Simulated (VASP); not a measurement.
# SiO (F-43m) in VASP: a series of runs

The runs below take SiO through single point, relaxation of cell and atoms, with PBE, B3LYP, PBEsol-based global hybrid.

Everything below comes from runs of VASP 6.6.1. Logs are shortened: lines on timing, memory, paths and dates and some standing lists are left out, and cuts for length are marked.

### Step 1. The cell of the first run

Symmetry: F-43m, No. 216, cubic system. Conventional cell: a = 4.835 Å, b = 4.835 Å, c = 4.835 Å, α = 90.00°, β = 90.00°, γ = 90.00°. Si (site symmetry -43m) has 4 O at 2.09 Å within 2.8 Å. O (site symmetry -43m) has 4 Si at 2.09 Å within 2.8 Å.

### Step 2. Single point, PBE

INCAR reads:

```
SYSTEM = SiO
ALGO = Normal
EDIFF = 1E-6
ENCUT = 520
GGA = PE
ISIF = 2
ISMEAR = -1
LASPH = .True.
LCHARG = .True.
LELF = .True.
LREAL = .False.
LVHAR = .True.
LWAVE = .False.
NBANDS = 12
NELM = 80
PREC = Accurate
SIGMA = 0.05
```

KPOINTS reads:

```
k-points
0
Gamma
  9 9 9
  0 0 0
```

POSCAR reads:

```
SiO
1.0
    0.0000000000      2.4173063535      2.4173063535
    2.4173063535      0.0000000000      2.4173063535
    2.4173063535      2.4173063535      0.0000000000
Si O
1 1
Direct
    0.7500000000      0.7500000000      0.7500000000
    0.0000000000      0.0000000000      0.0000000000
```

Potentials or basis: VASP PAW PBE potentials, release 64 (Si, O).

On the command line:

```console
> cat potpaw_PBE.64/Si/POTCAR potpaw_PBE.64/O/POTCAR > POTCAR
> mpirun -np 1 vasp_std > vasp.out
```

OUTCAR:

```text
SYSTEM = SiO
   EDIFF = 1E-6
   ENCUT = 520
   GGA = PE
   ISIF = 2
   ISMEAR = -1
   LASPH = .True.
   LREAL = .False.
   NELM = 80
   PREC = Accurate

 ion  position               nearest neighbor table
   1  0.750  0.750  0.750-   2 2.09   2 2.09   2 2.09   2 2.09
   2  0.000  0.000  0.000-   1 2.09   1 2.09   1 2.09   1 2.09

  LATTYP: Found a face centered cubic cell.
 ALAT       =     4.8346127070

  Lattice vectors:

 A1 = (   0.0000000000,   2.4173063535,   2.4173063535)
 A2 = (   2.4173063535,   0.0000000000,   2.4173063535)
 A3 = (   2.4173063535,   2.4173063535,   0.0000000000)

Analysis of symmetry for initial positions (statically):
=====================================================================
 Subroutine PRICEL returns:
 Original cell was already a primitive cell.

 Routine SETGRP: Setting up the symmetry group for a
 face centered cubic supercell.

 Subroutine GETGRP returns: Found 24 space group operations
 (whereof 24 operations were pure point group operations)
 out of a pool of 48 trial point group operations.

The static configuration has the point symmetry T_d .

Analysis of symmetry for dynamics (positions and initial velocities):
=====================================================================
 Subroutine PRICEL returns:
 Original cell was already a primitive cell.

 Routine SETGRP: Setting up the symmetry group for a
 face centered cubic supercell.

 Subroutine GETGRP returns: Found 24 space group operations
 (whereof 24 operations were pure point group operations)
 out of a pool of 48 trial point group operations.

The dynamic configuration has the point symmetry T_d .

 Subroutine INISYM returns: Found 24 space group operations
 (whereof 24 operations are pure point group operations),
 and found     1 'primitive' translations

----------------------------------------------------------------------------------------

                                     Primitive cell

  volume of cell :      28.2504

  direct lattice vectors                    reciprocal lattice vectors
     0.000000000  2.417306353  2.417306353    -0.206841801  0.206841801  0.206841801
     2.417306353  0.000000000  2.417306353     0.206841801 -0.206841801  0.206841801
     2.417306353  2.417306353  0.000000000     0.206841801  0.206841801 -0.206841801

  length of vectors
     3.418587430  3.418587430  3.418587430     0.358260509  0.358260509  0.358260509

  position of ions in fractional coordinates (direct lattice)
     0.750000000  0.750000000  0.750000000
     0.000000000  0.000000000  0.000000000

  ion indices of the primitive-cell ions
   primitive index   ion index
                 1           1
[... 81 lines left out ...]
   POTIM  = 0.5000    time-step for ionic-motion
   TEBEG  =    0.0;   TEEND  =   0.0 temperature during run
   PSTRESS=    0.0 pullay stress
   NELECT =      10.0000    total number of electrons
   NUPDOWN=      -1.0000    fix difference up-down
   EMIN   =  10.00;   EMAX   =-10.00  energy-range for DOS
   EFERMI =   0.00;   METHOD = LEGACY
   ISMEAR =    -1;   SIGMA  =   0.05  broadening in eV -4-tet -1-fermi 0-gaus
   EFERMI_NEDOS =   21; number of points for ismear=-14 and -15
   IALGO  =     38    algorithm
   IMIX   =      4    mixing-type and parameters
     AMIX     =   0.40;   BMIX     =  1.00
     AMIX_MAG =   1.60;   BMIX_MAG =  1.00
  volume/ion in A,a.u.               =      14.13        95.32
  Fermi-wavevector in a.u.,A,eV,Ry     =   1.158066  2.188427 18.246988  1.341116
  Thomas-Fermi vector in A             =   2.294671
   LORBIT       =      0    0 simple, 1 ext, 2 COOP (PROOUT), +10 PAW based schemes
   GGA     = PE    functional components
   LHFCALC =     F    Hartree Fock is set to
   AEXX    =    0.0000 exact exchange contribution
   IVDW    =     0    specifies the selected vdW correction
   LEPSILON=     F    determine dielectric tensor
   LRPA    =     F    only Hartree local field effects (RPA)
 non-spin polarized calculation
  energy-cutoff  :      520.00
  volume of cell :       28.25
 maximum number of plane-waves:       775
 NGX is ok and might be reduce to    28
   NGX = 13   NGY = 13   NGZ = 13

 number of electron      10.0000000 magnetization

 number of electron       9.9999999 magnetization

 Free energy of the ion-electron system (eV)
  ---------------------------------------------------
  ext. energy  EPLUGINS =         0.00000000
  ---------------------------------------------------
  free energy    TOTEN  =       -11.01555182 eV

  energy without entropy =      -11.01062600  energy(sigma->0) =      -11.01308891

 E-fermi :   6.6303     XC(G=0): -10.0302

 val. band max:        6.5897858494   @ k =  -0.4444   0.4444   0.0000
 cond. band min:       6.6954748793   @ k =  -0.4444   0.4444   0.1111
 fundamental gap:      0.1056890299
 Fermi energy:         6.6302928933

 k-point     1 :       0.0000    0.0000    0.0000
  band No.  band energies     occupation
      1     -14.5760      2.00000
      2       0.4640      2.00000
      3       1.0650      2.00000
      4       1.0650      2.00000
      5       1.0650      2.00000
      6      10.2447      0.00000
      7      10.2447      0.00000
      8      10.2447      0.00000
      9      17.0816      0.00000
     10      18.0833      0.00000
     11      18.0833      0.00000
     12      18.8268      0.00000
[... 331 lines left out ...]
 k-point    24 :       0.4444    0.4444    0.0000
  band No.  band energies     occupation
      1     -13.7212      2.00000
      2      -3.0470      2.00000
      3      -0.1521      2.00000
      4      -0.1521      2.00000
      5       5.0697      2.00000
      6       6.4645      1.92988
      7      11.9348      0.00000
      8      11.9348      0.00000
      9      11.9788      0.00000
     10      17.4708      0.00000
     11      21.8662      0.00000
     12      23.3244      0.00000

 [... further k-points ...]
[... 5 lines left out ...]
  --------------------------------------------------------------------------------------
  -------------------------------------------------------------------------------------
  Total        0.2336169      0.2336169      0.2336169     -0.0000000      0.0000000      0.0000000
  in kB       13.2492054     13.2492054     13.2492054     -0.0000000      0.0000000      0.0000000
  external PRESSURE =      13.2492054 kB  Pullay stress =       0.0000000 kB

 VOLUME and BASIS-vectors are now :
 -----------------------------------------------------------------------------
  energy-cutoff  :      520.00
  volume of cell :       28.25
      direct lattice vectors                 reciprocal lattice vectors
     0.000000000  2.417306353  2.417306353    -0.206841801  0.206841801  0.206841801
     2.417306353  0.000000000  2.417306353     0.206841801 -0.206841801  0.206841801
     2.417306353  2.417306353  0.000000000     0.206841801  0.206841801 -0.206841801

 POSITION                                       TOTAL-FORCE (eV/Angst)
 -----------------------------------------------------------------------------------
      3.62596      3.62596      3.62596         0.000000      0.000000      0.000000
      0.00000      0.00000      0.00000        -0.000000     -0.000000     -0.000000
 -----------------------------------------------------------------------------------
    total drift:                                0.000000      0.000000      0.000000

  FREE ENERGIE OF THE ION-ELECTRON SYSTEM (eV)
  ---------------------------------------------------
  free  energy   TOTEN  =       -11.0155518218 eV

  energy  without entropy=      -11.0106260040  energy(sigma->0) =      -11.01308891
```

It took 25 s on 1 thread of Intel Xeon 8259CL, shared host; peak memory 0.15 GiB.

Results:

```
Free energy            : -11.0156 eV
Pressure               : 1.3 GPa
Band gap on the k mesh : zero (band 5 reaches 6.82 eV, above the bottom of band 6 at 6.46 eV)
```

### Step 3. Single point, PBE

This run uses another cell than the first one, of 14.70 Å³/atom, 1.041 times its volume.

INCAR reads:

```
SYSTEM = SiO
PREC     = Accurate       ! precision mode
ENCUT    = 520            ! plane-wave cutoff, eV
EDIFF    = 1E-6           ! SCF threshold, eV
ISMEAR   = -1             ! smearing method
SIGMA    = 0.05           ! smearing width, eV
LREAL    = .False.        ! projectors in reciprocal space
LASPH    = .True.         ! aspherical terms in the spheres
NELM     = 80             ! most SCF steps
ALGO     = Normal         ! electronic algorithm
ISIF     = 2              ! what is computed and relaxed
LWAVE    = .False.        ! write WAVECAR
LCHARG   = .True.         ! write CHGCAR
GGA      = PE             ! functional
LELF     = .True.         ! ELF
LVHAR    = .True.       
NBANDS   = 12             ! bands
```

KPOINTS reads:

```
regular mesh
0
Gamma
  9 9 9
  0 0 0
```

POSCAR reads:

```
SiO
1.0
    0.0000000000      2.4497572909      2.4497572909
    2.4497572909      0.0000000000      2.4497572909
    2.4497572909      2.4497572909      0.0000000000
Si O
1 1
Direct
    0.7500000000      0.7500000000      0.7500000000
    0.0000000000      0.0000000000      0.0000000000
```

Potentials or basis: VASP PAW PBE potentials, release 64 (Si, O).

On the command line:

```console
> cat potpaw_PBE.64/Si/POTCAR potpaw_PBE.64/O/POTCAR > POTCAR
> mpirun -np 1 vasp_std > vasp.out
```

Run time: 25 s. Hardware: 1 thread of Intel Xeon 8259CL, shared host; peak memory 0.15 GiB.

The run converged. Its results:

| Item | Value |
| --- | --- |
| Free energy | -11.0165 eV |
| Pressure | -1.2 GPa |
| Band gap on the k mesh | zero (band 5 reaches 6.24 eV, above the bottom of band 6 at 5.91 eV) |

Levels at points of the mesh, in eV from the Fermi level:
```
           k point  band 3  band 4  band 5  band 6  band 7  band 8
(0.00, 0.00, 0.00)   -5.20   -5.20   -5.20    3.60    3.60    3.60
```

[end of part 1 of 2]
